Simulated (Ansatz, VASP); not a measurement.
## Al: VASP beside Ansatz

INCAR

```
ALGO = Normal
EDIFF = 1E-6
ENCUT = 520
GGA = PS
ISIF = 2
ISMEAR = 0
IVDW = 12
LASPH = True
LCHARG = False
LREAL = False
LWAVE = False
NBANDS = 14
NELM = 80
PREC = Accurate
SIGMA = 0.15
```

The input KPOINTS:

```
k-points
0
Gamma
  18 18 6
```

POSCAR

```
Al
1.0
    2.7267840563      0.0000000000      0.0000000000
   -1.3633920281      2.3614642634      0.0000000000
    0.0000000000      0.0000000000      9.5036604716
Al
4
Direct
    0.0000000000      0.0000000000      0.0000000000
    0.3333333333      0.6666666667      0.2500000000
    0.0000000000      0.0000000000      0.5000000000
    0.6666666667      0.3333333333      0.7500000000
```

Input for Ansatz:

```yaml
crystal:
  lattice:
    - [2.7267840563, 0.0, 0.0]
    - [-1.3633920281, 2.3614642634, 0.0]
    - [0.0, 0.0, 9.5036604716]
  atoms:
    - { symbol: Al, position: [0.0, 0.0, 0.0] }
    - { symbol: Al, position: [0.3333333333, 0.6666666667, 0.25] }
    - { symbol: Al, position: [0.0, 0.0, 0.5] }
    - { symbol: Al, position: [0.6666666667, 0.3333333333, 0.75] }
basis:
  ecutwfc: 420
kpoints:
  mp_grid: { grid: [18, 18, 6] }
hamiltonian:
  xc: pbesol
  pseudopotentials: { kind: paw, azcp: { folder: soft_1 } }
  dispersion: d3bj
scf:
  occupations: { method: gaussian, width: 0.15 }
output:
  forces: true
  stress: true
  eigenvalues: true
```

Alike in both runs: task single point; functional PBEsol; dispersion D3(BJ); k mesh 18 × 18 × 6; occupations gaussian, width 0.15 eV; no spin polarisation.

|  | VASP | Ansatz |
| --- | --- | --- |
| version | VASP 6.6.1 | Ansatz 0.2.0 |
| potentials or method | VASP PAW PBE potentials, release 64 (Al), cutoff 520 eV | scalar-relativistic, plane waves, PAW |
| valence electrons in the cell | 12 | 12 |

```tsv
	VASP	Ansatz	Ansatz less VASP
gap on the k mesh at the Fermi level (eV)	none	none	-
pressure (GPa)	2.6	2.4	-0.12
traceless stress, the component that is largest in VASP (GPa)	-4.13	-4.09	+0.035
```

VASP's potentials were made for PBE, not for PBEsol, and Ansatz warns of the same on its side. A gap of «none» marks a metal or a gap that the smearing closes.
